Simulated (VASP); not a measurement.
Here is a VASP 6.6.1 calculation.

File INCAR:

```
PREC = Accurate
ENCUT = 600
EDIFF = 1E-7
ISMEAR = 1
SIGMA = 0.1
LREAL = F
LASPH = T
NELM = 100
ALGO = Fast
ISIF = 3
LWAVE = F
LCHARG = F
GGA = CA
IBRION = 2
NSW = 80
EDIFFG = -0.01
```

The input KPOINTS:

```
regular mesh
0
Gamma
  21 21 10
```

Contents of POSCAR:

```
Zn
1.0
    2.6700000000      0.0000000000      0.0000000000
   -1.3350000000      2.3122878281      0.0000000000
    0.0000000000      0.0000000000      4.9660000000
Zn
2
Direct
    0.3333333333      0.6666666667      0.2500000000
    0.6666666667      0.3333333333      0.7500000000
```

Potentials or basis: VASP PAW LDA potentials, release 64 (Zn).

Run with:

```console
$ cat potpaw_LDA.64/Zn/POTCAR > POTCAR
$ mpirun -np 1 vasp_std > vasp.out
```

(1) Predict the band gap on the k mesh.

(2) Estimate the relaxed cell.

(3) Predict the relaxed volume.

## Answers

(1) zero (bands 12 and 13 overlap by 4.89 eV).

(2) a = 2.558 Å, b = 2.558 Å, c = 4.853 Å, α = 90.00°, β = 90.00°, γ = 120.00°.

(3) 13.75 Å³/atom.
